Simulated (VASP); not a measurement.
# Al16Cl in VASP: single point with PBE

Aim: the single point of Al16Cl with PBE.

All numbers are computed with VASP 6.6.1; they aren't measurements. Logs are shortened: lines on timing, memory, paths and dates and some standing lists are left out, and cuts for length are marked.

## Step 1: The cell of the first run

The cell holds a slab with vacuum, 17 atoms: a = 5.714 Å, b = 8.080 Å, c = 19.743 Å, α = 90.00°, β = 90.00°, γ = 90.00°.

## Step 2: Single point, PBE

The input, INCAR:

```
PREC = Accurate
ENCUT = 520
EDIFF = 1E-7
ISMEAR = 0
SIGMA = 0.1
LREAL = Auto
LASPH = T
NELM = 80
ALGO = Normal
ISIF = 2
LWAVE = F
LCHARG = T
LDIPOL = T
IDIPOL = 3
DIPOL = 0.5 0.5 0.324
GGA = PE
LELF = T
LVHAR = T
LVACPOTAV = T
NBANDS = 42
```

The input, KPOINTS:

```
regular mesh
0
Gamma
  5 4 1
```

The input, POSCAR:

```
Al16Cl
1.0
    5.7135165838      0.0000000000      0.0000000000
    0.0000000000      8.0801326417      0.0000000000
    0.0000000000      0.0000000000     19.7432787023
Al Cl
16 1
Direct
    0.2500000000      0.2500000000      0.2026005944
    0.2500000000      0.7500000000      0.2026005944
    0.7500000000      0.2500000000      0.2026005944
    0.7500000000      0.7500000000      0.2026005944
    0.0000000000      0.0000000000      0.2749482104
    0.0000000000      0.5000000000      0.2749482104
    0.5000000000      0.0000000000      0.2749482104
    0.5000000000      0.5000000000      0.2749482104
    0.2500000000      0.2500000000      0.3495466405
    0.2500000000      0.7500000000      0.3495466405
    0.7500000000      0.2500000000      0.3495466405
    0.7500000000      0.7500000000      0.3495466405
    0.0000000000      0.0000000000      0.4175232912
    0.0000000000      0.5000000000      0.4175232912
    0.5000000000      0.0000000000      0.4175232912
    0.5000000000      0.5000000000      0.4175232912
    0.0000000000      0.0000000000      0.5274740271
```

Potentials or basis: VASP PAW PBE potentials, release 64 (Al, Cl).

Launch:

```
$ cat potpaw_PBE.64/Al/POTCAR potpaw_PBE.64/Cl/POTCAR > POTCAR
$ mpirun -np 1 vasp_std > vasp.out
```

OUTCAR:

```text
PREC = Accurate
   ENCUT = 520
   EDIFF = 1E-7
   ISMEAR = 0
   LREAL = Auto
   LASPH = T
   NELM = 80
   ISIF = 2
   GGA = PE

 ion  position               nearest neighbor table
   1  0.250  0.250  0.203-   3 2.86   3 2.86   6 2.86   7 2.86   8 2.86   5 2.86   9 2.90
   2  0.250  0.750  0.203-   4 2.86   4 2.86   6 2.86   7 2.86   8 2.86   5 2.86  10 2.90
   3  0.750  0.250  0.203-   1 2.86   1 2.86   6 2.86   7 2.86   8 2.86   5 2.86  11 2.90
   4  0.750  0.750  0.203-   2 2.86   2 2.86   6 2.86   7 2.86   8 2.86   5 2.86  12 2.90
   5  0.000  0.000  0.275-  13 2.81   7 2.86   7 2.86   4 2.86   1 2.86   2 2.86   3 2.86  11 2.88
                            12 2.88   9 2.88  10 2.88
   6  0.000  0.500  0.275-  14 2.81   8 2.86   8 2.86   4 2.86   1 2.86   2 2.86   3 2.86  11 2.88
                            12 2.88   9 2.88  10 2.88
   7  0.500  0.000  0.275-  15 2.81   5 2.86   5 2.86   4 2.86   1 2.86   2 2.86   3 2.86  11 2.88
                            12 2.88   9 2.88  10 2.88
   8  0.500  0.500  0.275-  16 2.81   6 2.86   6 2.86   4 2.86   1 2.86   2 2.86   3 2.86  11 2.88
                            12 2.88   9 2.88  10 2.88
   9  0.250  0.250  0.350-  13 2.81  14 2.81  15 2.81  16 2.81  11 2.86  11 2.86   7 2.88   8 2.88
                             5 2.88   6 2.88   1 2.90
  10  0.250  0.750  0.350-  13 2.81  14 2.81  15 2.81  16 2.81  12 2.86  12 2.86   7 2.88   8 2.88
                             5 2.88   6 2.88   2 2.90
  11  0.750  0.250  0.350-  13 2.81  14 2.81  15 2.81  16 2.81   9 2.86   9 2.86   7 2.88   8 2.88
[... 5 lines left out ...]
  14  0.000  0.500  0.418-   9 2.81  10 2.81  11 2.81  12 2.81   6 2.81  16 2.86  16 2.86
  15  0.500  0.000  0.418-   9 2.81  10 2.81  11 2.81  12 2.81   7 2.81  13 2.86  13 2.86
  16  0.500  0.500  0.418-   9 2.81  10 2.81  11 2.81  12 2.81   8 2.81  14 2.86  14 2.86
  17  0.000  0.000  0.527-  13 2.17

  LATTYP: Found a simple orthorhombic cell.
 ALAT       =     5.7135165838
 B/A-ratio  =     1.4142135624
 C/A-ratio  =     3.4555388810

  Lattice vectors:

 A1 = (   5.7135165838,   0.0000000000,   0.0000000000)
 A2 = (   0.0000000000,   8.0801326417,   0.0000000000)
 A3 = (   0.0000000000,   0.0000000000,  19.7432787023)

Analysis of symmetry for initial positions (statically):
=====================================================================
 Subroutine PRICEL returns:
 Original cell was already a primitive cell.

 Routine SETGRP: Setting up the symmetry group for a
 simple orthorhombic supercell.

 Subroutine GETGRP returns: Found  4 space group operations
 (whereof  4 operations were pure point group operations)
 out of a pool of  8 trial point group operations.

The static configuration has the point symmetry C_2v.

[... 138 lines left out ...]
   NUPDOWN=      -1.0000    fix difference up-down
   EMIN   =  10.00;   EMAX   =-10.00  energy-range for DOS
   EFERMI =   0.00;   METHOD = LEGACY
   ISMEAR =     0;   SIGMA  =   0.10  broadening in eV -4-tet -1-fermi 0-gaus
   EFERMI_NEDOS =   21; number of points for ismear=-14 and -15
   IALGO  =     38    algorithm
   IMIX   =      4    mixing-type and parameters
     AMIX     =   0.40;   BMIX     =  1.00
     AMIX_MAG =   1.60;   BMIX_MAG =  1.00
  volume/ion in A,a.u.               =      53.62       361.82
  Fermi-wavevector in a.u.,A,eV,Ry     =   0.642119  1.213428  5.609905  0.412316
  Thomas-Fermi vector in A             =   1.708683
   LORBIT       =      0    0 simple, 1 ext, 2 COOP (PROOUT), +10 PAW based schemes
   GGA     = PE    functional components
   LHFCALC =     F    Hartree Fock is set to
   AEXX    =    0.0000 exact exchange contribution
   IVDW    =     0    specifies the selected vdW correction
   LEPSILON=     F    determine dielectric tensor
   LRPA    =     F    only Hartree local field effects (RPA)
 non-spin polarized calculation
 Gauss-broadening in eV      SIGMA  =   0.10
  energy-cutoff  :      520.00
  volume of cell :      911.47
 maximum number of plane-waves:     24626
   NGX = 21   NGY = 31   NGZ = 73

 dipolmoment           0.000000      0.000000     -0.115161 electrons x Angstroem

 number of electron      55.0000001 magnetization

 dipolmoment           0.000000      0.000000      0.231966 electrons x Angstroem

 Free energy of the ion-electron system (eV)
  ---------------------------------------------------
  ext. energy  EPLUGINS =         0.00000000
  ---------------------------------------------------
  free energy    TOTEN  =       -58.55050725 eV

  energy without entropy =      -58.51051219  energy(sigma->0) =      -58.53050972

 E-fermi :  -0.6261     XC(G=0):  -4.2175

 val. band max:       -0.6400088211   @ k =   0.2000   0.5000   0.0000
 cond. band min:      -0.5394134791   @ k =   0.0000   0.2500   0.0000
 fundamental gap:      0.1005953420
 Fermi energy:        -0.6261486591

 k-point     1 :       0.0000    0.0000    0.0000
  band No.  band energies     occupation
      1     -15.9469      2.00000
      2     -10.8487      2.00000
      3      -8.6778      2.00000
      4      -8.6025      2.00000
      5      -8.4241      2.00000
      6      -6.4972      2.00000
[... 367 lines left out ...]
     38       2.0444      0.00000
     39       2.1447      0.00000
 [bands above 39 left out]

------------------------ aborting loop because EDIFF is reached ----------------------------------------

  FORCE on cell =-STRESS in cart. coord.  units (eV):
  Direction    XX          YY          ZZ          XY          YZ          ZX
  --------------------------------------------------------------------------------------
  -------------------------------------------------------------------------------------
  Total      -12.1825614     -3.4979527     -0.7487927      0.0000000      0.0000000      0.0000000
  in kB      -21.4144996     -6.1486994     -1.3162274      0.0000000      0.0000000      0.0000000
  external PRESSURE =      -9.6264755 kB  Pullay stress =       0.0000000 kB

 VOLUME and BASIS-vectors are now :
 -----------------------------------------------------------------------------
  energy-cutoff  :      520.00
  volume of cell :      911.47
      direct lattice vectors                 reciprocal lattice vectors
     5.713516584  0.000000000  0.000000000     0.175023558  0.000000000  0.000000000
     0.000000000  8.080132642  0.000000000     0.000000000  0.123760345  0.000000000
     0.000000000  0.000000000 19.743278702     0.000000000  0.000000000  0.050650149

 POSITION                                       TOTAL-FORCE (eV/Angst)
 -----------------------------------------------------------------------------------
      1.42838      2.02003      4.00000        -0.006522      0.009795      0.206352
      1.42838      6.06010      4.00000        -0.006522     -0.009795      0.206352
      4.28514      2.02003      4.00000         0.006522      0.009795      0.206352
      4.28514      6.06010      4.00000         0.006522     -0.009795      0.206352
      0.00000      0.00000      5.42838         0.000000      0.000000     -0.336195
      0.00000      4.04007      5.42838         0.000000      0.000000     -0.181839
[... 9 lines left out ...]
      2.85676      4.04007      8.24328         0.000000      0.000000      0.020214
      0.00000      0.00000     10.41407         0.000000      0.000000     -0.019982
 -----------------------------------------------------------------------------------
    total drift:                               -0.000000      0.000000     -0.001114

  FREE ENERGIE OF THE ION-ELECTRON SYSTEM (eV)
  ---------------------------------------------------
  free  energy   TOTEN  =       -58.5505072487 eV

  energy  without entropy=      -58.5105121892  energy(sigma->0) =      -58.53050972

 vacuum level on the upper side and lower side of the slab         4.399         3.489
```

OSZICAR:

```text
N       E                     dE             d eps       ncg     rms          rms(c)
DAV:   1     0.227418135578E+03    0.22742E+03   -0.16265E+04   756   0.913E+02
DAV:   2    -0.320138640792E+02   -0.25943E+03   -0.24827E+03  1078   0.158E+02
DAV:   3    -0.602186565818E+02   -0.28205E+02   -0.27284E+02  1008   0.454E+01
[... 20 lines left out ...]
DAV:  24    -0.585505044071E+02   -0.31134E-05   -0.11645E-07   738   0.923E-04    0.646E-04
DAV:  25    -0.585505066390E+02   -0.22320E-05   -0.12526E-07   640   0.827E-04    0.395E-04
DAV:  26    -0.585505070422E+02   -0.40319E-06   -0.24581E-08   604   0.469E-04    0.138E-04
DAV:  27    -0.585505072405E+02   -0.19824E-06   -0.22011E-08   564   0.364E-04    0.159E-04
DAV:  28    -0.585505072487E+02   -0.82157E-08   -0.21731E-09   600   0.204E-04
   1 F= -.58550507E+02 E0= -.58530510E+02  d E =-.399951E-01
```

Wall time 17 min (1 thread of Intel Xeon 8259CL, shared host); peak memory 0.83 GiB.

Results:

| Item | Value |
| --- | --- |
| Free energy | -58.5505 eV |
| Largest force | 0.363 eV/Å |
| Band gap on the k mesh | zero (an odd number of electrons rules out a gap without spin polarisation) |

Forces in eV/Å, atoms in the order of the input:
```
Al  -0.007  0.010  0.206
Al  -0.007 -0.010  0.206
Al   0.007  0.010  0.206
Al   0.007 -0.010  0.206
Al   0.000  0.000 -0.336
Al   0.000  0.000 -0.182
Al   0.000  0.000 -0.237
Al   0.000  0.000 -0.189
Al   0.054 -0.064 -0.021
Al   0.054  0.064 -0.021
Al  -0.054 -0.064 -0.021
Al  -0.054  0.064 -0.021
Al   0.000  0.000  0.363
Al   0.000  0.000  0.042
Al   0.000  0.000 -0.203
Al   0.000  0.000  0.020
Cl   0.000  0.000 -0.020
```

Levels at points of the mesh, in eV from the Fermi level:
| k point | band 26 | band 27 | band 28 | band 29 | band 30 | band 31 |
| --- | --- | --- | --- | --- | --- | --- |
| (0.00, 0.00, 0.00) | -0.81 | -0.62 | -0.51 | -0.04 | 0.23 | 0.24 |
| (0.00, 0.50, 0.00) | -0.87 | -0.86 | -0.59 | 0.24 | 0.30 | 0.41 |

The gap in the log of VASP goes by the Fermi energy; the results here count the filled bands.